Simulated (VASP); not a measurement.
# WSe2 in VASP: single point with LDA

Aim: the single point of WSe2 with LDA.

Program: VASP 6.6.1. These are calculated values, not measurements. Logs are shortened: lines on timing, memory, paths and dates and some standing lists are left out, and cuts for length are marked.

### 1 The cell of the first run

The cell holds a slab with vacuum, 6 atoms: a = 3.249 Å, b = 3.249 Å, c = 23.628 Å, α = 90.00°, β = 90.00°, γ = 120.00°.

### 2 Single point, LDA (atoms displaced along a vibrational mode)

INCAR reads:

```
ALGO     = Normal         # electronic algorithm
EDIFF    = 1E-6           # SCF threshold, eV
ENCUT    = 520            # plane-wave cutoff, eV
ISIF     = 2              # what is computed and relaxed
ISMEAR   = 0              # smearing method
LASPH    = T              # aspherical terms in the spheres
LCHARG   = T              # write CHGCAR
LELF     = T              # ELF
LREAL    = F              # projectors in reciprocal space
LVHAR    = T            
LWAVE    = F              # write WAVECAR
NBANDS   = 35             # bands
NELM     = 80             # most SCF steps
PREC     = Accurate       # precision mode
SIGMA    = 0.05           # smearing width, eV
```

KPOINTS reads:

```
k-points
0
Gamma
  9 9 2
```

POSCAR reads:

```
WSe2
1.0
    3.2486079436      0.0000000000      0.0000000000
   -1.6243039718      2.8133770061      0.0000000000
    0.0000000000      0.0000000000     23.6283233151
W Se
2 4
Direct
    0.4792379671      0.3333333333      0.1354666708
    0.5155412623      0.6666666667      0.8645333292
    0.1547953226      0.6666666667      0.2058884835
    0.8458303967      0.3333333333      0.9351101390
    0.1601606995      0.6666666667      0.0648898610
    0.8513672385      0.3333333333      0.7941115165
```

Potentials or basis: VASP PAW LDA potentials, release 64 (W_sv, Se).

Started as:

```
$ cat potpaw_LDA.64/W_sv/POTCAR potpaw_LDA.64/Se/POTCAR > POTCAR
$ mpirun -np 1 vasp_std > vasp.out
```

OUTCAR:

```text
EDIFF = 1E-6
   ENCUT = 520
   ISIF = 2
   ISMEAR = 0
   LASPH = T
   LREAL = F
   NELM = 80
   PREC = Accurate

 ion  position               nearest neighbor table
   1  0.479  0.333  0.135-   5 2.48   3 2.49   3 2.51   5 2.51   3 2.53   5 2.54
   2  0.516  0.667  0.865-   6 2.50   4 2.50   6 2.51   4 2.51   6 2.51   4 2.52
   3  0.155  0.667  0.206-   1 2.49   1 2.51   1 2.53
   4  0.846  0.333  0.935-   2 2.50   2 2.51   2 2.52
   5  0.160  0.667  0.065-   1 2.48   1 2.51   1 2.54
   6  0.851  0.333  0.794-   2 2.50   2 2.51   2 2.51

  LATTYP: Found a hexagonal cell.
 ALAT       =     3.2486079436
 C/A-ratio  =     7.2733686937

  Lattice vectors:

 A1 = (   3.2486079436,   0.0000000000,   0.0000000000)
 A2 = (  -1.6243039718,   2.8133770061,   0.0000000000)
 A3 = (   0.0000000000,   0.0000000000,  23.6283233151)

Analysis of symmetry for initial positions (statically):
=====================================================================
 Subroutine PRICEL returns:
 Original cell was already a primitive cell.

 Routine SETGRP: Setting up the symmetry group for a
 hexagonal supercell.

 Subroutine GETGRP returns: Found  1 space group operations
 (whereof  1 operations were pure point group operations)
 out of a pool of 24 trial point group operations.

The static configuration has the point symmetry C_1 .

Analysis of symmetry for dynamics (positions and initial velocities):
=====================================================================
 Subroutine PRICEL returns:
 Original cell was already a primitive cell.

 Routine SETGRP: Setting up the symmetry group for a
 hexagonal supercell.

 Subroutine GETGRP returns: Found  1 space group operations
 (whereof  1 operations were pure point group operations)
 out of a pool of 24 trial point group operations.

The dynamic configuration has the point symmetry C_1 .

 Subroutine INISYM returns: Found  1 space group operations
 (whereof  1 operations are pure point group operations),
 and found     1 'primitive' translations

----------------------------------------------------------------------------------------

                                     Primitive cell

  volume of cell :     215.9525

  direct lattice vectors                    reciprocal lattice vectors
     3.248607944  0.000000000  0.000000000     0.307824156  0.177722360  0.000000000
    -1.624303972  2.813377006  0.000000000     0.000000000  0.355444719  0.000000000
     0.000000000  0.000000000 23.628323315     0.000000000  0.000000000  0.042322089

  length of vectors
     3.248607944  3.248607944 23.628323315     0.355444719  0.355444719  0.042322089

  position of ions in fractional coordinates (direct lattice)
     0.479237967  0.333333333  0.135466671
     0.515541262  0.666666667  0.864533329
     0.154795323  0.666666667  0.205888483
     0.845830397  0.333333333  0.935110139
     0.160160699  0.666666667  0.064889861
     0.851367239  0.333333333  0.794111517

  ion indices of the primitive-cell ions
   primitive index   ion index
                 1           1
                 2           2
                 3           3
                 4           4
                 5           5
                 6           6

----------------------------------------------------------------------------------------

 KPOINTS: k-points

Automatic generation of k-mesh.
 Grid dimensions read from file:
 generate k-points for:    9    9    2

 Generating k-lattice:

  Cartesian coordinates                     Fractional coordinates (reciprocal lattice)
     0.034202684  0.019746929  0.000000000     0.111111111 -0.000000000  0.000000000
     0.000000000  0.039493858  0.000000000     0.000000000  0.111111111  0.000000000
     0.000000000  0.000000000  0.021161044     0.000000000  0.000000000  0.500000000

  Length of vectors
     0.039493858  0.039493858  0.021161044

  Shift w.r.t. Gamma in fractional coordinates (k-lattice)
     0.000000000  0.000000000  0.000000000

 Subroutine IBZKPT returns following result:
 ===========================================

 Found     82 irreducible k-points:

 Following reciprocal coordinates:
            Coordinates               Weight
  0.000000  0.000000  0.000000      1.000000
  0.111111  0.000000  0.000000      2.000000
  0.000000  0.111111  0.000000      2.000000
 -0.111111  0.111111  0.000000      2.000000
  0.222222  0.000000  0.000000      2.000000
  0.000000  0.222222  0.000000      2.000000
[... 16 lines left out ...]
  0.333333  0.111111  0.000000      2.000000
 -0.111111  0.444444  0.000000      2.000000
 [... further k-points ...]
   k-points           NKPTS =     82   k-points in BZ     NKDIM =     82   number of bands    NBANDS=     35
   number of dos      NEDOS =    301   number of ions     NIONS =      6
   total plane-waves  NPLWV = 103680
   dimension x,y,z NGX =    24 NGY =   24 NGZ =  180
   dimension x,y,z NGXF=    48 NGYF=   48 NGZF=  360
   ions per type =               2   4
   NGX,Y,Z   is equivalent  to a cutoff of  12.28, 12.28, 12.66 a.u.
   NGXF,Y,Z  is equivalent  to a cutoff of  24.56, 24.56, 25.33 a.u.
 SYSTEM =  unknown system
   PREC   = accura    normal or accurate (medium, high low for compatibility)
   ISTART =      0    job   : 0-new  1-cont  2-samecut
   ICHARG =      2    charge: 1-file 2-atom 10-const
   ISPIN  =      1    spin polarized calculation?
   LNONCOLLINEAR =      F non collinear calculations
   LSORBIT =      F    spin-orbit coupling
   LASPH  =      T    aspherical Exc in radial PAW
   ENCUT  =  520.0 eV  38.22 Ry    6.18 a.u.   6.04  6.04 43.93*2*pi/ulx,y,z
   NELM   =     80;   NELMIN=  2; NELMDL= -5     # of ELM steps
   EDIFF  = 0.1E-05   stopping-criterion for ELM
   LREAL  =      F    real-space projection
   EDIFFG = 0.1E-04   stopping-criterion for IOM
   NSW    =      0    number of steps for IOM
   IBRION =     -1    ionic relax: 0-MD 1-quasi-New 2-CG
   NFREE  =      0    steps in history (QN), initial steepest desc. (CG)
   ISIF   =      2    stress and relaxation
   ISYM   =      2    0-nonsym 1-usesym 2-fastsym
   POTIM  = 0.5000    time-step for ionic-motion
   TEBEG  =    0.0;   TEEND  =   0.0 temperature during run
   PSTRESS=    0.0 pullay stress
   NELECT =      52.0000    total number of electrons
   NUPDOWN=      -1.0000    fix difference up-down
   EMIN   =  10.00;   EMAX   =-10.00  energy-range for DOS
   EFERMI =   0.00;   METHOD = LEGACY
   ISMEAR =     0;   SIGMA  =   0.05  broadening in eV -4-tet -1-fermi 0-gaus
   EFERMI_NEDOS =   21; number of points for ismear=-14 and -15
   IALGO  =     38    algorithm
   IMIX   =      4    mixing-type and parameters
     AMIX     =   0.40;   BMIX     =  1.00
     AMIX_MAG =   1.60;   BMIX_MAG =  1.00
  volume/ion in A,a.u.               =      35.99       242.89
  Fermi-wavevector in a.u.,A,eV,Ry     =   1.018490  1.924666 14.113608  1.037321
  Thomas-Fermi vector in A             =   2.151950
   LORBIT       =      0    0 simple, 1 ext, 2 COOP (PROOUT), +10 PAW based schemes
   GGA     = CA    functional components
   LHFCALC =     F    Hartree Fock is set to
   AEXX    =    0.0000 exact exchange contribution
   IVDW    =     0    specifies the selected vdW correction
   LEPSILON=     F    determine dielectric tensor
   LRPA    =     F    only Hartree local field effects (RPA)
 non-spin polarized calculation
 Gauss-broadening in eV      SIGMA  =   0.05
  energy-cutoff  :      520.00
  volume of cell :      215.95
 maximum number of plane-waves:      5916
   NGX = 13   NGY = 13   NGZ = 87

 number of electron      52.0000003 magnetization

 Free energy of the ion-electron system (eV)
  ---------------------------------------------------
  ext. energy  EPLUGINS =         0.00000000
  ---------------------------------------------------
  free energy    TOTEN  =       -48.26159815 eV

  energy without entropy =      -48.26159815  energy(sigma->0) =      -48.26159815

 E-fermi :   1.5218     XC(G=0):  -6.5315

 val. band max:        1.2011537602   @ k =   0.0000   0.0000   0.0000
 cond. band min:       2.4864008639   @ k =   0.2222   0.1111   0.0000
 fundamental gap:      1.2852471037
 Fermi energy:         1.5217532796

 k-point     1 :       0.0000    0.0000    0.0000
  band No.  band energies     occupation
      1     -72.5000      2.00000
      2     -72.4982      2.00000
      3     -37.0548      2.00000
      4     -37.0519      2.00000
      5     -36.8777      2.00000
      6     -36.8704      2.00000
[... 27 lines left out ...]
     34       4.3998      0.00000
     35       5.5749      0.00000

 k-point     2 :       0.1111    0.0000    0.0000
  band No.  band energies     occupation
      1     -72.4985      2.00000
      2     -72.4967      2.00000
      3     -37.0486      2.00000
      4     -37.0456      2.00000
      5     -36.9028      2.00000
      6     -36.9003      2.00000
[... 27 lines left out ...]
     34       4.5671      0.00000
     35       6.0176      0.00000

 k-point     3 :       0.0000    0.1111    0.0000
  band No.  band energies     occupation
      1     -72.4985      2.00000
      2     -72.4967      2.00000
      3     -37.0485      2.00000
      4     -37.0456      2.00000
      5     -36.9056      2.00000
      6     -36.9021      2.00000
[... 27 lines left out ...]
     34       4.4829      0.00000
     35       6.0196      0.00000
[... 723 lines left out ...]
 k-point    23 :       0.3333    0.1111    0.0000
  band No.  band energies     occupation
      1     -72.4881      2.00000
      2     -72.4863      2.00000
      3     -37.1069      2.00000
      4     -37.1017      2.00000
      5     -37.0054      2.00000
      6     -37.0019      2.00000
[... 27 lines left out ...]
     34       5.4760      0.00000
     35       6.6298      0.00000

 k-point    24 :      -0.1111    0.4444    0.0000
  band No.  band energies     occupation
      1     -72.4880      2.00000
      2     -72.4863      2.00000
      3     -37.1110      2.00000
      4     -37.1065      2.00000
      5     -37.0044      2.00000
      6     -37.0017      2.00000
[... 27 lines left out ...]
     34       5.7180      0.00000
     35       6.6145      0.00000

 [... further k-points ...]

------------------------ aborting loop because EDIFF is reached ----------------------------------------

  FORCE on cell =-STRESS in cart. coord.  units (eV):
  Direction    XX          YY          ZZ          XY          YZ          ZX
  --------------------------------------------------------------------------------------
  -------------------------------------------------------------------------------------
  Total        0.5580312      0.8202258      1.6237947     -0.2666811      0.4914352      0.9028482
  in kB        4.1401012      6.0853541     12.0471290     -1.9785392      3.6460170      6.6983397
  external PRESSURE =       7.4241948 kB  Pullay stress =       0.0000000 kB

 VOLUME and BASIS-vectors are now :
 -----------------------------------------------------------------------------
  energy-cutoff  :      520.00
  volume of cell :      215.95
      direct lattice vectors                 reciprocal lattice vectors
     3.248607944  0.000000000  0.000000000     0.307824156  0.177722360  0.000000000
    -1.624303972  2.813377006  0.000000000     0.000000000  0.355444719  0.000000000
     0.000000000  0.000000000 23.628323315     0.000000000  0.000000000  0.042322089

 POSITION                                       TOTAL-FORCE (eV/Angst)
 -----------------------------------------------------------------------------------
      1.01542      0.93779      3.20085         0.778746      0.022062      0.030298
      0.59192      1.87558     20.42747        -0.058734     -0.031664     -0.017498
     -0.58000      1.87558      4.86480        -0.298865      0.001354      0.123859
      2.20634      0.93779     22.09508         0.031642     -0.094807     -0.120967
     -0.56257      1.87558      1.53324        -0.387192      0.104710      0.098615
      2.22432      0.93779     18.76352        -0.065597     -0.001655     -0.114306
 -----------------------------------------------------------------------------------
    total drift:                               -0.000024     -0.000000      0.000039

  FREE ENERGIE OF THE ION-ELECTRON SYSTEM (eV)
  ---------------------------------------------------
  free  energy   TOTEN  =       -48.2615981477 eV

  energy  without entropy=      -48.2615981477  energy(sigma->0) =      -48.26159815
```

It took 23 min on 1 thread of Intel Xeon Platinum 8259CL at 2.50GHz (Skylake/Cascade Lake), shared host; peak memory 0.6 GiB.

Results:

```yaml
Free_energy: -48.2616 eV
Largest_force: 0.780 eV/Å
Band_gap_on_the_k_mesh: 1.29 eV (least direct gap 1.71 eV)
```

Forces on the atoms (eV/Å):
```
W    0.779  0.022  0.030
W   -0.059 -0.032 -0.017
Se  -0.299  0.001  0.124
Se   0.032 -0.095 -0.121
Se  -0.387  0.105  0.099
Se  -0.066 -0.002 -0.114
```

Caveat: the cell differs from its parent crystal (atoms displaced along a vibrational mode); spin-orbit coupling is left out, which moves the levels of the heavy elements.
